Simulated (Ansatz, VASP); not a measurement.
ZnO: VASP beside Ansatz

Contents of INCAR:

```
SYSTEM = ZnO
PREC = Accurate ; ENCUT = 520
EDIFF = 1E-6 ; ISMEAR = 0
SIGMA = 0.05 ; LREAL = .False.
LASPH = .True. ; NELM = 80
ALGO = Normal ; ISIF = 2
LWAVE = .False. ; LCHARG = .False.
GGA = PS ; NBANDS = 26
```

KPOINTS

```
regular mesh
0
Gamma
  9 9 6
  0 0 0
```

POSCAR

```
ZnO
1.0
    3.3219642457      0.0000000000      0.0000000000
   -1.6609821228      2.8769054272      0.0000000000
    0.0000000000      0.0000000000      4.9334491013
Zn O
2 2
Direct
    0.3333333333      0.6666666667      0.0015754469
    0.6666666667      0.3333333333      0.5015754469
    0.3333333333      0.6666666667      0.3503636909
    0.6666666667      0.3333333333      0.8503636909
```

Input for Ansatz:

```yaml
crystal:
  lattice:
    - [3.3219642457, 0.0, 0.0]
    - [-1.6609821228, 2.8769054272, 0.0]
    - [0.0, 0.0, 4.9334491013]
  atoms:
    - { symbol: Zn, position: [0.3333333333, 0.6666666667, 0.0015754469] }
    - { symbol: Zn, position: [0.6666666667, 0.3333333333, 0.5015754469] }
    - { symbol: O, position: [0.3333333333, 0.6666666667, 0.3503636909] }
    - { symbol: O, position: [0.6666666667, 0.3333333333, 0.8503636909] }
basis:
  ecutwfc: 520.0
kpoints:
  mp_grid: { grid: [9, 9, 6] }
hamiltonian:
  xc: pbesol
  pseudopotentials: { kind: paw, azcp: { folder: soft_1 } }
scf:
  occupations: { method: gaussian, width: 0.05 }
output:
  forces: true
  stress: true
  eigenvalues: true
```

Alike in both runs: task single point; functional PBEsol; k mesh 9 × 9 × 6; occupations gaussian, width 0.05 eV; no spin polarisation.

```csv
,VASP,Ansatz
version,VASP 6.6.1,Ansatz 0.2.0
potentials or method,"VASP PAW PBE potentials, release 64 (Zn, O), cutoff 520 eV","scalar-relativistic, plane waves, PAW"
valence electrons in the cell,36,36
```

VASP gave:

- gap on the k mesh at the Fermi level (eV): 0.74
- least direct gap on the mesh (eV): 0.74
- pressure (GPa): 10.7
- traceless stress, the component that is largest in VASP (GPa): 36.50
- rms of the force components (eV/Å): 2.254

Estimate Ansatz's values.

gap on the k mesh at the Fermi level (eV): 0.74; least direct gap on the mesh (eV): 0.74; pressure (GPa): 9.6; traceless stress, the component that is largest in VASP (GPa): 35.22; rms of the force components (eV/Å): 2.174.

VASP's potentials were made for PBE, not for PBEsol, and Ansatz warns of the same on its side. Atom by atom the forces differ by 0.080 eV/Å (rms over components).
